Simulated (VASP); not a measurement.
**C: single point with PBE+D3(BJ)**

The system is C, a slab with vacuum.

```
C
1.0
     2.46567    0.00000    0.00000
    -1.23283    2.13533    0.00000
     0.00000    0.00000   17.50007
C
4
Cartesian
  1.2328 0.7118 4.5000
  0.0000 1.4236 4.5000
  2.4657 1.4236 7.5601
  3.6985 0.7118 7.5600
```

```
Program             : VASP 6.6.1
Task                : single point
Functional          : PBE
Dispersion          : D3(BJ)
Potentials or basis : VASP PAW PBE potentials, release 64 (C)
Cutoff              : 520 eV
k mesh              : 15 × 15 × 1
Occupations         : gaussian, width 0.1 eV
Spin                : no spin polarisation
```

* Largest force: 0.216 eV/Å
* Band gap on the k mesh: 0.98 eV, direct
* Dispersion energy per atom: -0.127 eV

Forces on the atoms (eV/Å):
```
C    0.000  0.000 -0.216
C    0.000  0.000 -0.216
C    0.000  0.000  0.216
C    0.000  0.000  0.216
```

Levels at points of the mesh, in eV from the valence-band top:
```tsv
k point	band 4	band 5	band 6	band 7	band 8	band 9	band 10	band 11	band 12	band 13
(0.00, 0.00, 0.00)	-6.34	-2.56	-2.56	-2.51	-2.51	4.01	4.43	5.35	7.01	7.68
```

Run time: 21 s on 1 thread of Intel(R) Xeon(R) 6975P-C (Granite Rapids), on a shared host, peak memory 0.2 GiB.
